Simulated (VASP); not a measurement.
Write the native input for VASP 6.6.1 that does the following.

```
Task                   : single point
Functional             : PBEsol
Potentials or basis    : VASP PAW PBE potentials, release 64 (Al, Cu)
Cutoff                 : 520 eV
k mesh                 : 14 × 14 × 14
Occupations            : gaussian, width 0.1 eV
Spin                   : no spin polarisation
Dipole correction      : no
Further INCAR settings : ALGO = Normal; EDIFF = 1e-06; NBANDS = 14
```

The structure of AlCu lies in POSCAR:

```
AlCu
1.0
    2.9482299520      0.0000000000      0.0000000000
    0.0000000000      2.9482299520      0.0000000000
    0.0000000000      0.0000000000      2.9482299520
Al Cu
1 1
Direct
    0.0000000000      0.0000000000      0.0000000000
    0.5000000000      0.5000000000      0.5000000000
```

This cell differs from its parent crystal: strained.

One way to write it, as run:

INCAR

```
SYSTEM = AlCu
  PREC = Accurate
  ENCUT = 520
  EDIFF = 1E-6
  ISMEAR = 0
  SIGMA = 0.1
  LREAL = .False.
  LASPH = .True.
  NELM = 60
  ALGO = Normal
  ISIF = 2
  LWAVE = .False.
  LCHARG = .False.
  GGA = PS
  NBANDS = 14
```

KPOINTS

```
regular mesh
0
Gamma
  14 14 14
  0 0 0
```

Potentials or basis: VASP PAW PBE potentials, release 64 (Al, Cu).

Command:

```sh
$ cat potpaw_PBE.64/Al/POTCAR potpaw_PBE.64/Cu/POTCAR > POTCAR
$ mpirun -np 1 vasp_std > vasp.out
```

It gave:

| Quantity | Value |
| --- | --- |
| Pressure | 1.8 GPa |
| Band gap on the k mesh | zero (band 7 reaches 13.54 eV, above the bottom of band 8 at 8.73 eV) |

Caveat: the cell differs from its parent crystal (strained); the PAW data sets were made with another functional, which shifts forces and pressure a little.

It took 19 s on 1 thread of Intel(R) Xeon(R) Platinum 8488C (Sapphire Rapids), with other jobs on the host, peak memory 0.17 GiB.
